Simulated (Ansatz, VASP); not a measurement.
**Cd in VASP and in Ansatz**

```
CELL_PARAMETERS angstrom
2.91806 0.00000 0.00000
-1.45903 2.52711 0.00000
0.00000 0.00000 5.50297
ATOMIC_POSITIONS crystal
Cd 0.66667 0.33333 0.75000
Cd 0.33333 0.66667 0.25000
```

Alike in both runs: task single point; functional LDA; k mesh 10 × 10 × 5; occupations fermi-dirac, width 0.05 eV; no spin polarisation.

```csv
,VASP,Ansatz
version,VASP 6.6.1,Ansatz 0.2.0
potentials or method,"VASP PAW LDA potentials, release 64 (Cd_sv_GW)",Ansatz PAW
plane-wave cutoff (eV),630,420
valence electrons in the cell,40,40
```

|  | VASP | Ansatz | Ansatz less VASP |
| --- | --- | --- | --- |
| gap on the k mesh at the Fermi level (eV) | none | none | - |
| pressure (GPa) | -0.9 | -0.9 | +0.07 |
| traceless stress, the component that is largest in VASP (GPa) | -0.74 | -0.64 | +0.100 |

LDA's correlation is that of Perdew and Zunger in VASP and of Perdew and Wang (1992) in Ansatz. A gap of «none» marks a metal or a gap that the smearing closes.
